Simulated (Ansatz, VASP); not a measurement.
**One calculation of InP, two programs**

```xyz
2
Lattice="0.0000 2.9520 2.9520 2.9520 0.0000 2.9520 2.9520 2.9520 0.0000" Properties=species:S:1:pos:R:3 pbc="T T T"
In    0.0000    0.0000    0.0000
P     1.4760    1.4760    1.4760
```

Alike in both runs: task single point; functional PBE; k mesh 4 × 4 × 4; no spin polarisation.

```csv
,VASP,Ansatz
version,VASP 6.6.1,Ansatz 0.2.0
potentials or method,"VASP PAW PBE potentials, release 64 (In_d, P), cutoff 500 eV","scalar-relativistic, plane waves, PAW"
occupations,"methfessel-paxton of order 1, width 0.1 eV",methfessel-paxton of order 1
valence electrons in the cell,18,18
```

```csv
,VASP,Ansatz,Ansatz less VASP
gap on the k mesh at the Fermi level (eV),0.58,0.58,+0.003
least direct gap on the mesh (eV),0.58,0.58,+0.003
pressure (GPa),1.9,1.9,+0.05
```

The k mesh is coarse, so the values compare programs but aren't converged.
